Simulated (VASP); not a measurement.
Runs of VASP 6.6.1 on HfH2. The structure is that of space group I4/mmm (No. 139), or close to it. The cells are those of the table. 

```tsv
cell	gap on the mesh (eV)	pressure (GPa)
a = 3.287 Å, angles 116.1, 116.1, 96.9°, 3 atoms	none	-3.9
a = 3.154 Å, angles 115.1, 115.1, 98.8°, 3 atoms	none	16.0
a = 3.227 Å, angles 115.6, 115.6, 97.7°, 3 atoms	none	(b)
a = 3.262 Å, angles 115.8, 115.8, 97.4°, 3 atoms	none	-1.1
a = 3.190 Å, angles 115.4, 115.4, 98.3°, 3 atoms	none	(a)
a = 3.116 Å, angles 114.7, 114.7, 99.4°, 3 atoms	none	23.5
```

Alike in all rows: task single point; level r2SCAN; potentials or basis VASP PAW PBE potentials, release 64 (Hf_pv, H); no spin polarisation; k mesh 16 × 16 × 16; cutoff (eV) 520; smearing gaussian 0.1 eV.

Problem. Estimate the missing entries.

Solution. (a) 9.5; (b) 3.9.

Caveats: the PAW data sets were made with another functional, which shifts forces and pressure a little; spin-orbit coupling is left out, which moves the levels of the heavy elements; the cell stands under pressure (at least some runs); the cell stands under tension (at least some runs).

A k mesh can miss the band edges, and the runs leave out spin-orbit coupling on Hf.

A gap of «none» marks levels without a gap at the run's occupations.
